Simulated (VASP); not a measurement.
# Ru8N in VASP: single point with PBE+D3(BJ)

Aim: the single point of Ru8N with PBE+D3(BJ).

All numbers are computed with VASP 6.6.1; they aren't measurements. Logs are shortened: lines on timing, memory, paths and dates and some standing lists are left out, and cuts for length are marked.

### Step 1. The cell of the first run

The cell holds a slab with vacuum, 18 atoms: a = 5.395 Å, b = 5.395 Å, c = 25.038 Å, α = 90.00°, β = 90.00°, γ = 120.00°.

### Step 2. Single point, PBE+D3(BJ)

File INCAR:

```
SYSTEM = Ru8N
ALGO = Normal
DIPOL = 0.5 0.5 0.317
EDIFF = 1E-6
ENCUT = 520
GGA = PE
GGA_COMPAT = .False.
IDIPOL = 3
ISIF = 2
ISMEAR = 0
IVDW = 12
LASPH = .True.
LCHARG = .False.
LDIPOL = .True.
LREAL = Auto
LWAVE = .False.
NBANDS = 148
NELM = 120
NELMDL = -8
PREC = Accurate
SIGMA = 0.1
```

File KPOINTS:

```
k-points
0
Gamma
  6 6 1
  0 0 0
```

File POSCAR:

```
Ru8N
1.0
    5.3951895594      0.0000000000      0.0000000000
   -2.6975947797      4.6723712167      0.0000000000
    0.0000000000      0.0000000000     25.0383144398
Ru N
16 2
Direct
    0.3333333333      0.1666666667      0.1597551628
    0.3333333333      0.6666666667      0.1597551628
    0.8333333333      0.1666666667      0.1597551628
    0.8333333333      0.6666666667      0.1597551628
    0.1666666667      0.3333333333      0.2449409688
    0.1666666667      0.8333333333      0.2449409688
    0.6666666667      0.3333333333      0.2449409688
    0.6666666667      0.8333333333      0.2449409688
    0.3333333333      0.1666666667      0.3299719610
    0.3333333333      0.6666666667      0.3299719610
    0.8333333333      0.1666666667      0.3299719610
    0.8333333333      0.6666666667      0.3299719610
    0.1666666667      0.3333333333      0.4128997766
    0.1666666667      0.8333333333      0.4128997766
    0.6666666667      0.3333333333      0.4128997766
    0.6666666667      0.8333333333      0.4128997766
    0.3333333333      0.6666666667      0.5327161488
    0.3333333333      0.6666666667      0.5766488185
```

Potentials or basis: VASP PAW PBE potentials, release 64 (Ru_sv, N).

Run with:

```console
$ cat potpaw_PBE.64/Ru_sv/POTCAR potpaw_PBE.64/N/POTCAR > POTCAR
$ mpirun -np 1 vasp_std > vasp.out
```

OUTCAR:

```text
SYSTEM = Ru8N
   EDIFF = 1E-6
   ENCUT = 520
   GGA = PE
   ISIF = 2
   ISMEAR = 0
   IVDW = 12
   LASPH = .True.
   LREAL = Auto
   NELM = 120
   NELMDL = -8
   PREC = Accurate
 IVDW          = 12

 ion  position               nearest neighbor table
   1  0.333  0.167  0.160-   5 2.64   7 2.64   6 2.64   3 2.70   3 2.70   2 2.70   2 2.70   4 2.70
                             4 2.70
   2  0.333  0.667  0.160-   6 2.64   8 2.64   5 2.64   4 2.70   4 2.70   3 2.70   1 2.70   1 2.70
                             3 2.70
   3  0.833  0.167  0.160-   7 2.64   5 2.64   8 2.64   1 2.70   1 2.70   2 2.70   4 2.70   4 2.70
                             2 2.70
   4  0.833  0.667  0.160-   8 2.64   6 2.64   7 2.64   2 2.70   2 2.70   1 2.70   3 2.70   3 2.70
                             1 2.70
   5  0.167  0.333  0.245-   9 2.64  11 2.64  10 2.64   1 2.64   3 2.64   2 2.64   7 2.70   7 2.70
                             6 2.70   6 2.70   8 2.70   8 2.70
   6  0.167  0.833  0.245-  10 2.64  12 2.64   9 2.64   2 2.64   4 2.64   1 2.64   8 2.70   8 2.70
                             7 2.70   5 2.70   5 2.70   7 2.70
   7  0.667  0.333  0.245-  11 2.64   9 2.64  12 2.64   3 2.64   1 2.64   4 2.64   5 2.70   5 2.70
                             6 2.70   8 2.70   8 2.70   6 2.70
   8  0.667  0.833  0.245-  12 2.64  10 2.64  11 2.64   4 2.64   2 2.64   3 2.64   6 2.70   6 2.70
                             5 2.70   7 2.70   7 2.70   5 2.70
   9  0.333  0.167  0.330-  13 2.60  15 2.60  14 2.60   5 2.64   7 2.64   6 2.64  11 2.70  11 2.70
                            10 2.70  10 2.70  12 2.70  12 2.70
  10  0.333  0.667  0.330-  14 2.60  16 2.60  13 2.60   6 2.64   8 2.64   5 2.64  12 2.70  12 2.70
                            11 2.70   9 2.70   9 2.70  11 2.70
  11  0.833  0.167  0.330-  15 2.60  13 2.60  16 2.60   7 2.64   5 2.64   8 2.64   9 2.70   9 2.70
                            10 2.70  12 2.70  12 2.70  10 2.70
  12  0.833  0.667  0.330-  16 2.60  14 2.60  15 2.60   8 2.64   6 2.64   7 2.64  10 2.70  10 2.70
                             9 2.70  11 2.70  11 2.70   9 2.70
  13  0.167  0.333  0.413-   9 2.60  11 2.60  10 2.60  15 2.70  15 2.70  16 2.70  14 2.70  14 2.70
                            16 2.70
  14  0.167  0.833  0.413-  10 2.60  12 2.60   9 2.60  16 2.70  16 2.70  13 2.70  13 2.70  15 2.70
                            15 2.70
  15  0.667  0.333  0.413-  11 2.60   9 2.60  12 2.60  13 2.70  13 2.70  16 2.70  16 2.70  14 2.70
                            14 2.70
  16  0.667  0.833  0.413-  12 2.60  10 2.60  11 2.60  14 2.70  14 2.70  15 2.70  15 2.70  13 2.70
                            13 2.70
  17  0.333  0.667  0.533-  18 1.10
  18  0.333  0.667  0.577-  17 1.10

  LATTYP: Found a hexagonal cell.
 ALAT       =     5.3951895594
 C/A-ratio  =     4.6408590772

  Lattice vectors:

 A1 = (   5.3951895594,   0.0000000000,   0.0000000000)
 A2 = (  -2.6975947797,   4.6723712167,   0.0000000000)
 A3 = (   0.0000000000,   0.0000000000,  25.0383144398)

Analysis of symmetry for initial positions (statically):
=====================================================================
 Subroutine PRICEL returns:
 Original cell was already a primitive cell.

 Routine SETGRP: Setting up the symmetry group for a
 hexagonal supercell.

 Subroutine GETGRP returns: Found  6 space group operations
 (whereof  6 operations were pure point group operations)
 out of a pool of 24 trial point group operations.

The static configuration has the point symmetry C_3v.

Analysis of symmetry for dynamics (positions and initial velocities):
=====================================================================
 Subroutine PRICEL returns:
 Original cell was already a primitive cell.

 Routine SETGRP: Setting up the symmetry group for a
 hexagonal supercell.

 Subroutine GETGRP returns: Found  6 space group operations
 (whereof  6 operations were pure point group operations)
 out of a pool of 24 trial point group operations.

The dynamic configuration has the point symmetry C_3v.

 Subroutine INISYM returns: Found  6 space group operations
 (whereof  6 operations are pure point group operations),
 and found     1 'primitive' translations

----------------------------------------------------------------------------------------

                                     Primitive cell

  volume of cell :     631.1741

  direct lattice vectors                    reciprocal lattice vectors
     5.395189559  0.000000000  0.000000000     0.185350299  0.107012045  0.000000000
    -2.697594780  4.672371217  0.000000000     0.000000000  0.214024090  0.000000000
     0.000000000  0.000000000 25.038314440     0.000000000  0.000000000  0.039938791

  length of vectors
     5.395189559  5.395189559 25.038314440     0.214024090  0.214024090  0.039938791

  position of ions in fractional coordinates (direct lattice)
     0.333333333  0.166666667  0.159755163
     0.333333333  0.666666667  0.159755163
     0.833333333  0.166666667  0.159755163
     0.833333333  0.666666667  0.159755163
     0.166666667  0.333333333  0.244940969
     0.166666667  0.833333333  0.244940969
[... 10 lines left out ...]
     0.333333333  0.666666667  0.532716149
     0.333333333  0.666666667  0.576648818

  ion indices of the primitive-cell ions
   primitive index   ion index
                 1           1
                 2           2
                 3           3
                 4           4
                 5           5
                 6           6
[... 10 lines left out ...]
                17          17
                18          18

----------------------------------------------------------------------------------------

 KPOINTS: k-points

Automatic generation of k-mesh.
 Grid dimensions read from file:
 generate k-points for:    6    6    1

 Generating k-lattice:

  Cartesian coordinates                     Fractional coordinates (reciprocal lattice)
     0.030891717  0.017835341  0.000000000     0.166666667  0.000000000  0.000000000
     0.000000000  0.035670682  0.000000000     0.000000000  0.166666667  0.000000000
     0.000000000  0.000000000  0.039938791     0.000000000  0.000000000  1.000000000

  Length of vectors
     0.035670682  0.035670682  0.039938791

  Shift w.r.t. Gamma in fractional coordinates (k-lattice)
     0.000000000  0.000000000  0.000000000

 Subroutine IBZKPT returns following result:
 ===========================================

 Found      7 irreducible k-points:

 Following reciprocal coordinates:
            Coordinates               Weight
  0.000000  0.000000  0.000000      1.000000
  0.166667  0.000000  0.000000      6.000000
  0.333333  0.000000  0.000000      6.000000
  0.500000  0.000000  0.000000      3.000000
  0.166667  0.166667  0.000000      6.000000
  0.333333  0.166667  0.000000     12.000000
  0.333333  0.333333  0.000000      2.000000
   k-points           NKPTS =      7   k-points in BZ     NKDIM =      7   number of bands    NBANDS=    148
   number of dos      NEDOS =    301   number of ions     NIONS =     18
   total plane-waves  NPLWV = 307200
   dimension x,y,z NGX =    40 NGY =   40 NGZ =  192
   dimension x,y,z NGXF=    80 NGYF=   80 NGZF=  384
   ions per type =              16   2
   NGX,Y,Z   is equivalent  to a cutoff of  12.33, 12.33, 12.75 a.u.
   NGXF,Y,Z  is equivalent  to a cutoff of  24.65, 24.65, 25.50 a.u.
 SYSTEM =  Ru8N
   PREC   = accura    normal or accurate (medium, high low for compatibility)
   ISTART =      0    job   : 0-new  1-cont  2-samecut
   ICHARG =      2    charge: 1-file 2-atom 10-const
   ISPIN  =      1    spin polarized calculation?
   LNONCOLLINEAR =      F non collinear calculations
   LSORBIT =      F    spin-orbit coupling
   LASPH  =      T    aspherical Exc in radial PAW
   ENCUT  =  520.0 eV  38.22 Ry    6.18 a.u.  10.03 10.03 46.55*2*pi/ulx,y,z
   NELM   =    120;   NELMIN=  2; NELMDL= -8     # of ELM steps
   EDIFF  = 0.1E-05   stopping-criterion for ELM
   LREAL  =      T    real-space projection
   EDIFFG = 0.1E-04   stopping-criterion for IOM
   NSW    =      0    number of steps for IOM
   IBRION =     -1    ionic relax: 0-MD 1-quasi-New 2-CG
   NFREE  =      0    steps in history (QN), initial steepest desc. (CG)
   ISIF   =      2    stress and relaxation
   ISYM   =      2    0-nonsym 1-usesym 2-fastsym
   POTIM  = 0.5000    time-step for ionic-motion
   TEBEG  =    0.0;   TEEND  =   0.0 temperature during run
   PSTRESS=    0.0 pullay stress
   NELECT =     266.0000    total number of electrons
   NUPDOWN=      -1.0000    fix difference up-down
   EMIN   =  10.00;   EMAX   =-10.00  energy-range for DOS
   EFERMI =   0.00;   METHOD = LEGACY
   ISMEAR =     0;   SIGMA  =   0.10  broadening in eV -4-tet -1-fermi 0-gaus
   EFERMI_NEDOS =   21; number of points for ismear=-14 and -15
   IALGO  =     38    algorithm
   IMIX   =      4    mixing-type and parameters
     AMIX     =   0.40;   BMIX     =  1.00
     AMIX_MAG =   1.60;   BMIX_MAG =  1.00
  volume/ion in A,a.u.               =      35.07       236.63
  Fermi-wavevector in a.u.,A,eV,Ry     =   1.227399  2.319447 20.497280  1.506508
  Thomas-Fermi vector in A             =   2.362364
   LORBIT       =      0    0 simple, 1 ext, 2 COOP (PROOUT), +10 PAW based schemes
   GGA     = PE    functional components
   LHFCALC =     F    Hartree Fock is set to
   AEXX    =    0.0000 exact exchange contribution
   IVDW    =    12    specifies the selected vdW correction
   LEPSILON=     F    determine dielectric tensor
   LRPA    =     F    only Hartree local field effects (RPA)
 non-spin polarized calculation
 Gauss-broadening in eV      SIGMA  =   0.10
  energy-cutoff  :      520.00
  volume of cell :      631.17
 maximum number of plane-waves:     17040
   NGX = 21   NGY = 21   NGZ = 93

 dipolmoment           0.000000      0.000000      0.101798 electrons x Angstroem

 number of electron     266.0000040 magnetization

 dipolmoment           0.000000      0.000000     -0.042407 electrons x Angstroem

 Free energy of the ion-electron system (eV)
  ---------------------------------------------------
  ext. energy  EPLUGINS =         0.00000000
  ---------------------------------------------------
  free energy    TOTEN  =      -156.72960620 eV

  energy without entropy =     -156.63219465  energy(sigma->0) =     -156.68090043

 E-fermi :   2.3299     XC(G=0):  -6.1738

 val. band max:        2.3115545901   @ k =   0.3333   0.1667   0.0000
 cond. band min:       2.3515864566   @ k =   0.3333   0.0000   0.0000
 fundamental gap:      0.0400318665
 Fermi energy:         2.3299487493

 k-point     1 :       0.0000    0.0000    0.0000
  band No.  band energies     occupation
      1     -70.9657      2.00000
      2     -70.8472      2.00000
      3     -70.8221      2.00000
      4     -70.8221      2.00000
      5     -70.8169      2.00000
      6     -70.7617      2.00000
[... 137 lines left out ...]
    144       3.7523      0.00000
    145       3.7523      0.00000

 k-point     2 :       0.1667    0.0000    0.0000
  band No.  band energies     occupation
      1     -70.9566      2.00000
      2     -70.8410      2.00000
      3     -70.8315      2.00000
      4     -70.8222      2.00000
      5     -70.8182      2.00000
      6     -70.7653      2.00000
[... 877 lines left out ...]
    144       3.1679      0.00000
    145       3.1889      0.00000
 [bands above 145 left out]

------------------------ aborting loop because EDIFF is reached ----------------------------------------

 vacuum level on the upper side and lower side of the slab       (xc-potential included)        -0.293         0.011

 Edisp (eV)   -7.57867

 E8    (eV) :    -3.5549

  FORCE on cell =-STRESS in cart. coord.  units (eV):
  Direction    XX          YY          ZZ          XY          YZ          ZX
  --------------------------------------------------------------------------------------
  -------------------------------------------------------------------------------------
  Total     -12.79446   -12.79446    -2.52806     0.00000    -0.00000    -0.00000
  in kB     -32.47755   -32.47755    -6.41726     0.00000    -0.00000    -0.00000
  external pressure =      -23.79 kB  Pullay stress =        0.00 kB

 VOLUME and BASIS-vectors are now :
 -----------------------------------------------------------------------------
  energy-cutoff  :      520.00
  volume of cell :      631.17
      direct lattice vectors                 reciprocal lattice vectors
     5.395189559  0.000000000  0.000000000     0.185350299  0.107012045  0.000000000
    -2.697594780  4.672371217  0.000000000     0.000000000  0.214024090  0.000000000
     0.000000000  0.000000000 25.038314440     0.000000000  0.000000000  0.039938791

 POSITION                                       TOTAL-FORCE (eV/Angst)
 -----------------------------------------------------------------------------------
      1.34880      0.77873      4.00000         0.015898      0.009179      0.525598
     -0.00000      3.11491      4.00000        -0.000000      0.000000      0.560988
      4.04639      0.77873      4.00000        -0.015898      0.009179      0.525598
      2.69759      3.11491      4.00000        -0.000000     -0.018357      0.525598
      0.00000      1.55746      6.13291        -0.000000     -0.008422     -0.532966
     -1.34880      3.89364      6.13291        -0.007294      0.004211     -0.532966
[... 10 lines left out ...]
     -0.00000      3.11491     13.33831         0.000000      0.000000     -2.129105
     -0.00000      3.11491     14.43831        -0.000000     -0.000000      2.289271
 -----------------------------------------------------------------------------------
    total drift:                                0.000001     -0.000001      0.001250

  FREE ENERGIE OF THE ION-ELECTRON SYSTEM (eV)
  ---------------------------------------------------
  free  energy   TOTEN  =      -164.3082718648 eV

  energy  without entropy=     -164.2108603148  energy(sigma->0) =     -164.25956609

 vacuum level on the upper side and lower side of the slab         6.984         7.294
```

Wall time 42 min (1 thread of Intel Xeon Platinum 8259CL at 2.50GHz (Skylake/Cascade Lake), shared host); peak memory 0.86 GiB.

Results:

* Free energy: -164.3083 eV
* Largest force: 2.289 eV/Å
* Band gap on the k mesh: zero (bands 133 and 134 overlap by 1.26 eV)
* Dispersion energy per atom: -0.421 eV

Forces in eV/Å, atoms in the order of the input:
```
Ru   0.016  0.009  0.526
Ru   0.000  0.000  0.561
Ru  -0.016  0.009  0.526
Ru   0.000 -0.018  0.526
Ru   0.000 -0.008 -0.533
Ru  -0.007  0.004 -0.533
Ru   0.000  0.000 -0.509
Ru   0.007  0.004 -0.533
Ru   0.027  0.016  0.028
Ru   0.000  0.000 -0.078
Ru  -0.027  0.016  0.028
Ru   0.000 -0.031  0.028
Ru   0.000 -0.074 -0.052
Ru  -0.064  0.037 -0.052
Ru   0.000  0.000 -0.037
Ru   0.064  0.037 -0.052
N    0.000  0.000 -2.129
N    0.000  0.000  2.289
```

Caveat: the standard files for N, O and F lose accuracy on very short bonds.

The gap in the log of VASP goes by the Fermi energy; the results here count the filled bands.